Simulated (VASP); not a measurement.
Wanted: the native input for a VASP 6.6.1 run.

| Quantity | Value |
| --- | --- |
| Task | relaxation of cell and atoms |
| Functional | PBE |
| Potentials or basis | VASP PAW PBE potentials, release 64 (Sc_sv, B, P) |
| Cutoff | 600 eV |
| k mesh | 6 × 6 × 2 |
| Occupations | gaussian, width 0.1 eV |
| Spin | no spin polarisation |
| Dipole correction | no |
| Further INCAR settings | ALGO = Normal; EDIFF = 1e-07; IBRION = 2; EDIFFG = -0.04; NSW = 90; ISIF = 3 |

The structure of Sc2BP3 lies in POSCAR:

```
Sc2BP3
1.0
    3.6048571100      0.0000000000      0.0000000000
    0.0000000000      3.6048571100      0.0000000000
    0.0000000000      0.0000000000      7.9526584300
Sc B P
2 1 3
Direct
    0.5000000000      0.0000000000      0.7391930200
    0.0000000000      0.5000000000      0.2608069800
    0.5000000000      0.5000000000      0.0000000000
    0.5000000000      0.0000000000      0.3837740100
    0.0000000000      0.5000000000      0.6162259900
    0.0000000000      0.0000000000      0.0000000000
```

The input as run:

INCAR

```
ALGO = Normal
EDIFF = 1E-7
EDIFFG = -0.04
ENCUT = 600
GGA = PE
IBRION = 2
ISIF = 3
ISMEAR = 0
LASPH = True
LCHARG = False
LREAL = False
LWAVE = False
NELM = 80
NSW = 90
PREC = Accurate
SIGMA = 0.1
```

KPOINTS

```
k-points
0
Gamma
  6 6 2
```

Potentials or basis: VASP PAW PBE potentials, release 64 (Sc_sv, B, P).

Command:

```console
$ cat potpaw_PBE.64/Sc_sv/POTCAR potpaw_PBE.64/B/POTCAR potpaw_PBE.64/P/POTCAR > POTCAR
$ mpirun -np 1 vasp_std > vasp.out
```

It gave:

The relaxed volume is 14.69 Å³/atom. The relaxed cell is a = 3.239 Å, b = 3.239 Å, c = 8.401 Å, α = 90.00°, β = 90.00°, γ = 90.00°, the space group after relaxing (to 0.05 Å) is P-4m2 (No. 115) and the energy gained by relaxing is 157.8 meV/atom. The ionic steps are 12, the pressure after relaxing is -0.2 GPa and the largest force after relaxing is 0.036 eV/Å. The band gap on the k mesh is zero (band 20 reaches 7.89 eV, above the bottom of band 21 at 5.83 eV).

Caveat: the k points lie up to 0.37 Å⁻¹ apart in the final cell.

Run time: 5.9 min on 1 thread of Intel(R) Xeon(R) 6975P-C (Granite Rapids), with other jobs on the host, peak memory 0.28 GiB.
